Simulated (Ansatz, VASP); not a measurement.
One calculation of Te, two programs

```
CELL_PARAMETERS angstrom
4.61798 0.00000 0.00000
-2.30899 3.99929 0.00000
0.00000 0.00000 5.90751
ATOMIC_POSITIONS crystal
Te 0.25365 0.00000 0.33333
Te 0.00000 0.25365 0.66667
Te 0.74635 0.74635 0.00000
```

Alike in both runs: functional r2SCAN; k mesh 9 × 9 × 6; occupations fermi-dirac, width 0.05 eV; no spin polarisation.

Ansatz relaxed the structure, and its values are those at the end. VASP's run is a single point on that final structure, the one shown.

|  | VASP | Ansatz |
| --- | --- | --- |
| version | VASP 6.6.1 | Ansatz 0.2.0 |
| potentials or method | VASP PAW PBE potentials, release 64 (Te) | PAW with Ansatz's default frozen-core files, scalar-relativistic |
| plane-wave cutoff (eV) | 520 | 500 |
| valence electrons in the cell | 18 | 48 |

```csv
,VASP,Ansatz,Ansatz less VASP
pressure (GPa),0.1,0.0,-0.04
rms of the force components (eV/Å),0.017,0.000,-0.0168
```

VASP's potentials were made for PBE, not for r2SCAN. The functional is the same, so the differences come from potentials, cutoffs and numerics. VASP's potentials hold 18 valence electrons a cell and Ansatz's 48, so a difference there can come from the potentials and not from the codes.

Spin-orbit coupling is off throughout.
